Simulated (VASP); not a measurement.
# SiGe2C2 (P4/mmm) in VASP: notebook, part 2 of 2

VASP 6.6.1. Earlier steps stand in the parts before.

## Step 4: Single point, PBE

This run uses another cell than the first one, of 16.38 Å³/atom.

The input, INCAR:

```
SYSTEM = SiGe2C2
  PREC = Accurate
  ENCUT = 520
  EDIFF = 1E-7
  ISMEAR = 0
  SIGMA = 0.1
  LREAL = .False.
  LASPH = .True.
  NELM = 100
  ALGO = Normal
  ISIF = 2
  LWAVE = .False.
  LCHARG = .False.
  GGA = PE
  NBANDS = 28
```

The input, KPOINTS:

```
regular mesh
0
Gamma
  4 4 6
  0 0 0
```

The input, POSCAR:

```
SiGe2C2
1.0
    4.8715324962      0.0000000000      0.0000000000
    0.0000000000      4.8715324962      0.0000000000
    0.0000000000      0.0000000000      3.4505892513
Si Ge C
1 2 2
Direct
    0.5000000000      0.5000000000      0.5000000000
    0.0000000000      0.5000000000      0.5000000000
    0.5000000000      0.0000000000      0.5000000000
    0.0000000000      0.0000000000      0.0000000000
    0.5000000000      0.5000000000      0.0000000000
```

Potentials or basis: VASP PAW PBE potentials, release 64 (Si, Ge_d, C).

The run is started by

```
$ cat potpaw_PBE.64/Si/POTCAR potpaw_PBE.64/Ge_d/POTCAR potpaw_PBE.64/C/POTCAR > POTCAR
$ mpirun -np 1 vasp_std > vasp.out
```

OUTCAR:

```text
SYSTEM = SiGe2C2
   PREC = Accurate
   ENCUT = 520
   EDIFF = 1E-7
   ISMEAR = 0
   LREAL = .False.
   LASPH = .True.
   NELM = 100
   ISIF = 2
   GGA = PE

 ion  position               nearest neighbor table
   1  0.500  0.500  0.500-   5 1.73   5 1.73   2 2.44   3 2.44   3 2.44   2 2.44
   2  0.000  0.500  0.500-   1 2.44   1 2.44
   3  0.500  0.000  0.500-   1 2.44   1 2.44
   4  0.000  0.000  0.000-
   5  0.500  0.500  0.000-   1 1.73   1 1.73

  LATTYP: Found a simple tetragonal cell.
 ALAT       =     4.8715324962
 C/A-ratio  =     0.7083169935

  Lattice vectors:

 A1 = (   4.8715324962,   0.0000000000,   0.0000000000)
 A2 = (   0.0000000000,   4.8715324962,   0.0000000000)
 A3 = (   0.0000000000,   0.0000000000,   3.4505892513)

Analysis of symmetry for initial positions (statically):
=====================================================================
 Subroutine PRICEL returns:
 Original cell was already a primitive cell.

 Routine SETGRP: Setting up the symmetry group for a
 simple tetragonal supercell.

 Subroutine GETGRP returns: Found 16 space group operations
 (whereof 16 operations were pure point group operations)
 out of a pool of 16 trial point group operations.

The static configuration has the point symmetry D_4h.

Analysis of symmetry for dynamics (positions and initial velocities):
=====================================================================
 Subroutine PRICEL returns:
 Original cell was already a primitive cell.

 Routine SETGRP: Setting up the symmetry group for a
 simple tetragonal supercell.

 Subroutine GETGRP returns: Found 16 space group operations
 (whereof 16 operations were pure point group operations)
 out of a pool of 16 trial point group operations.

The dynamic configuration has the point symmetry D_4h.

 Subroutine INISYM returns: Found 16 space group operations
 (whereof 16 operations are pure point group operations),
 and found     1 'primitive' translations

----------------------------------------------------------------------------------------

                                     Primitive cell

  volume of cell :      81.8888

  direct lattice vectors                    reciprocal lattice vectors
     4.871532496  0.000000000  0.000000000     0.205274213  0.000000000  0.000000000
     0.000000000  4.871532496  0.000000000     0.000000000  0.205274213  0.000000000
     0.000000000  0.000000000  3.450589251     0.000000000  0.000000000  0.289805574

  length of vectors
     4.871532496  4.871532496  3.450589251     0.205274213  0.205274213  0.289805574

  position of ions in fractional coordinates (direct lattice)
     0.500000000  0.500000000  0.500000000
     0.000000000  0.500000000  0.500000000
     0.500000000  0.000000000  0.500000000
     0.000000000  0.000000000  0.000000000
     0.500000000  0.500000000  0.000000000

  ion indices of the primitive-cell ions
   primitive index   ion index
                 1           1
                 2           2
                 3           3
                 4           4
                 5           5

----------------------------------------------------------------------------------------

 KPOINTS: regular mesh

Automatic generation of k-mesh.
 Grid dimensions read from file:
 generate k-points for:    4    4    6

 Generating k-lattice:

  Cartesian coordinates                     Fractional coordinates (reciprocal lattice)
     0.051318553  0.000000000  0.000000000     0.250000000  0.000000000  0.000000000
     0.000000000  0.051318553  0.000000000     0.000000000  0.250000000  0.000000000
     0.000000000  0.000000000  0.048300929     0.000000000  0.000000000  0.166666667

  Length of vectors
     0.051318553  0.051318553  0.048300929

  Shift w.r.t. Gamma in fractional coordinates (k-lattice)
     0.000000000  0.000000000  0.000000000

 Subroutine IBZKPT returns following result:
 ===========================================

 Found     24 irreducible k-points:

 Following reciprocal coordinates:
            Coordinates               Weight
  0.000000  0.000000  0.000000      1.000000
  0.250000  0.000000  0.000000      4.000000
  0.500000  0.000000  0.000000      2.000000
  0.250000  0.250000  0.000000      4.000000
  0.500000  0.250000  0.000000      4.000000
  0.500000  0.500000  0.000000      1.000000
[... 16 lines left out ...]
  0.500000  0.250000  0.500000      4.000000
  0.500000  0.500000  0.500000      1.000000
   k-points           NKPTS =     24   k-points in BZ     NKDIM =     24   number of bands    NBANDS=     28
   number of dos      NEDOS =    301   number of ions     NIONS =      5
   total plane-waves  NPLWV =  36288
   dimension x,y,z NGX =    36 NGY =   36 NGZ =   28
   dimension x,y,z NGXF=    72 NGYF=   72 NGZF=   56
   ions per type =               1   2   2
   NGX,Y,Z   is equivalent  to a cutoff of  12.29, 12.29, 13.49 a.u.
   NGXF,Y,Z  is equivalent  to a cutoff of  24.57, 24.57, 26.98 a.u.
 SYSTEM =  SiGe2C2
   PREC   = accura    normal or accurate (medium, high low for compatibility)
   ISTART =      0    job   : 0-new  1-cont  2-samecut
   ICHARG =      2    charge: 1-file 2-atom 10-const
   ISPIN  =      1    spin polarized calculation?
   LNONCOLLINEAR =      F non collinear calculations
   LSORBIT =      F    spin-orbit coupling
   LASPH  =      T    aspherical Exc in radial PAW
   ENCUT  =  520.0 eV  38.22 Ry    6.18 a.u.   9.06  9.06  6.42*2*pi/ulx,y,z
   NELM   =    100;   NELMIN=  2; NELMDL= -5     # of ELM steps
   EDIFF  = 0.1E-06   stopping-criterion for ELM
   LREAL  =      F    real-space projection
   EDIFFG = 0.1E-05   stopping-criterion for IOM
   NSW    =      0    number of steps for IOM
   IBRION =     -1    ionic relax: 0-MD 1-quasi-New 2-CG
   NFREE  =      0    steps in history (QN), initial steepest desc. (CG)
   ISIF   =      2    stress and relaxation
   ISYM   =      2    0-nonsym 1-usesym 2-fastsym
   POTIM  = 0.5000    time-step for ionic-motion
   TEBEG  =    0.0;   TEEND  =   0.0 temperature during run
   PSTRESS=    0.0 pullay stress
   NELECT =      40.0000    total number of electrons
   NUPDOWN=      -1.0000    fix difference up-down
   EMIN   =  10.00;   EMAX   =-10.00  energy-range for DOS
   EFERMI =   0.00;   METHOD = LEGACY
   ISMEAR =     0;   SIGMA  =   0.10  broadening in eV -4-tet -1-fermi 0-gaus
   EFERMI_NEDOS =   21; number of points for ismear=-14 and -15
   IALGO  =     38    algorithm
   IMIX   =      4    mixing-type and parameters
     AMIX     =   0.40;   BMIX     =  1.00
     AMIX_MAG =   1.60;   BMIX_MAG =  1.00
  volume/ion in A,a.u.               =      16.38       110.52
  Fermi-wavevector in a.u.,A,eV,Ry     =   1.289298  2.436420 22.616822  1.662290
  Thomas-Fermi vector in A             =   2.421199
   LORBIT       =      0    0 simple, 1 ext, 2 COOP (PROOUT), +10 PAW based schemes
   GGA     = PE    functional components
   LHFCALC =     F    Hartree Fock is set to
   AEXX    =    0.0000 exact exchange contribution
   IVDW    =     0    specifies the selected vdW correction
   LEPSILON=     F    determine dielectric tensor
   LRPA    =     F    only Hartree local field effects (RPA)
 non-spin polarized calculation
 Gauss-broadening in eV      SIGMA  =   0.10
  energy-cutoff  :      520.00
  volume of cell :       81.89
 maximum number of plane-waves:      2233
   NGX = 19   NGY = 19   NGZ = 13

 number of electron      39.9999966 magnetization

 Free energy of the ion-electron system (eV)
  ---------------------------------------------------
  ext. energy  EPLUGINS =         0.00000000
  ---------------------------------------------------
  free energy    TOTEN  =       -22.77260559 eV

  energy without entropy =      -22.75833325  energy(sigma->0) =      -22.76546942

 E-fermi :   4.7867     XC(G=0): -10.3883

 val. band max:        4.7828553473   @ k =   0.5000   0.5000   0.0000
 cond. band min:       4.8118929699   @ k =   0.2500   0.2500   0.1667
 fundamental gap:      0.0290376226
 Fermi energy:         4.7866811754

 k-point     1 :       0.0000    0.0000    0.0000
  band No.  band energies     occupation
      1     -19.9942      2.00000
      2     -19.9795      2.00000
      3     -19.9622      2.00000
      4     -19.9622      2.00000
      5     -19.9357      2.00000
      6     -19.9161      2.00000
[... 733 lines left out ...]
     27       8.7369      0.00000
     28       9.6499      0.00000

------------------------ aborting loop because EDIFF is reached ----------------------------------------

  FORCE on cell =-STRESS in cart. coord.  units (eV):
  Direction    XX          YY          ZZ          XY          YZ          ZX
  --------------------------------------------------------------------------------------
  -------------------------------------------------------------------------------------
  Total       -0.0252836     -0.0252836      0.0747538      0.0000000     -0.0000000      0.0000000
  in kB       -0.4946807     -0.4946807      1.4625800      0.0000000     -0.0000000      0.0000000
  external PRESSURE =       0.1577395 kB  Pullay stress =       0.0000000 kB

 VOLUME and BASIS-vectors are now :
 -----------------------------------------------------------------------------
  energy-cutoff  :      520.00
  volume of cell :       81.89
      direct lattice vectors                 reciprocal lattice vectors
     4.871532496  0.000000000  0.000000000     0.205274213  0.000000000  0.000000000
     0.000000000  4.871532496  0.000000000     0.000000000  0.205274213  0.000000000
     0.000000000  0.000000000  3.450589251     0.000000000  0.000000000  0.289805574

 POSITION                                       TOTAL-FORCE (eV/Angst)
 -----------------------------------------------------------------------------------
      2.43577      2.43577      1.72529         0.000000      0.000000      0.000000
      0.00000      2.43577      1.72529         0.000000      0.000000      0.000000
      2.43577      0.00000      1.72529         0.000000      0.000000      0.000000
      0.00000      0.00000      0.00000         0.000000      0.000000      0.000000
      2.43577      2.43577      0.00000         0.000000      0.000000      0.000000
 -----------------------------------------------------------------------------------
    total drift:                                0.000000      0.000000      0.000000

  FREE ENERGIE OF THE ION-ELECTRON SYSTEM (eV)
  ---------------------------------------------------
  free  energy   TOTEN  =       -22.7726055878 eV

  energy  without entropy=      -22.7583332510  energy(sigma->0) =      -22.76546942
```

OSZICAR:

```text
N       E                     dE             d eps       ncg     rms          rms(c)
DAV:   1     0.326722735824E+03    0.32672E+03   -0.19410E+04  1616   0.317E+03
DAV:   2     0.297897150187E+02   -0.29693E+03   -0.28674E+03  1368   0.733E+02
DAV:   3    -0.226399174726E+02   -0.52430E+02   -0.51065E+02  1568   0.163E+02
DAV:   4    -0.257317479842E+02   -0.30918E+01   -0.30586E+01  1588   0.435E+01
DAV:   5    -0.258240040996E+02   -0.92256E-01   -0.92144E-01  1540   0.789E+00    0.108E+01
DAV:   6    -0.241993417642E+02    0.16247E+01   -0.33983E+01  1672   0.196E+01    0.934E+00
DAV:   7    -0.230501083569E+02    0.11492E+01   -0.20317E+01  1576   0.862E+00    0.462E+00
DAV:   8    -0.227964874013E+02    0.25362E+00   -0.12109E+00  1488   0.455E+00    0.224E+00
DAV:   9    -0.227758644761E+02    0.20623E-01   -0.22874E-01  1804   0.237E+00    0.602E-01
DAV:  10    -0.227727415176E+02    0.31230E-02   -0.28656E-02  1572   0.803E-01    0.187E-01
DAV:  11    -0.227726057716E+02    0.13575E-03   -0.37411E-03  1504   0.250E-01    0.919E-02
DAV:  12    -0.227726006713E+02    0.51003E-05   -0.53474E-04  1880   0.885E-02    0.485E-02
DAV:  13    -0.227726069137E+02   -0.62424E-05   -0.25717E-05  1504   0.314E-02    0.108E-02
DAV:  14    -0.227726056943E+02    0.12193E-05   -0.11932E-05  1728   0.143E-02    0.271E-03
DAV:  15    -0.227726056417E+02    0.52601E-07   -0.10657E-06  1216   0.536E-03    0.226E-03
DAV:  16    -0.227726055878E+02    0.53921E-07   -0.13175E-07   768   0.162E-03
   1 F= -.22772606E+02 E0= -.22765469E+02  d E =-.142723E-01
```

stdout:

```text
POSCAR found type information on POSCAR SiGeC
 POSCAR found :  3 types and       5 ions
 scaLAPACK will be used
 LDA part: xc-table for (Slater+PW92), standard interpolation
 POSCAR, INCAR and KPOINTS ok, starting setup
 FFT: planning ... GRIDC
 FFT: planning ... GRID_SOFT
 FFT: planning ... GRID
 WAVECAR not read
 entering main loop
```

Run time: 78 s. Hardware: 1 thread of Intel Xeon Platinum 8259CL at 2.50GHz (Skylake/Cascade Lake), shared host; peak memory 0.2 GiB.

Results:

```yaml
Free_energy: -22.7726 eV
Pressure: 0.0 GPa
Band_gap_on_the_k_mesh: zero (bands 20 and 21 overlap by 1.70 eV)
```

## Step 5: Overview

```tsv
cell	k mesh	gap on the mesh (eV)	pressure (GPa)
a = 3.894, b = 3.894, c = 3.956 Å, 5 atoms	4 × 4 × 4	none	61.8
a = 4.908, b = 4.908, c = 3.444 Å, 5 atoms	4 × 4 × 4	none	0.0
a = 4.872, b = 4.872, c = 3.451 Å, 5 atoms	4 × 4 × 6	none	0.0
```

Alike in all rows: task single point; level PBE; potentials or basis VASP PAW PBE potentials, release 64 (Si, Ge_d, C); no spin polarisation; cutoff (eV) 520; smearing gaussian 0.1 eV.

Caveats: some runs use coarse meshes.

Absolute energies hang on the potentials; compare differences alone.
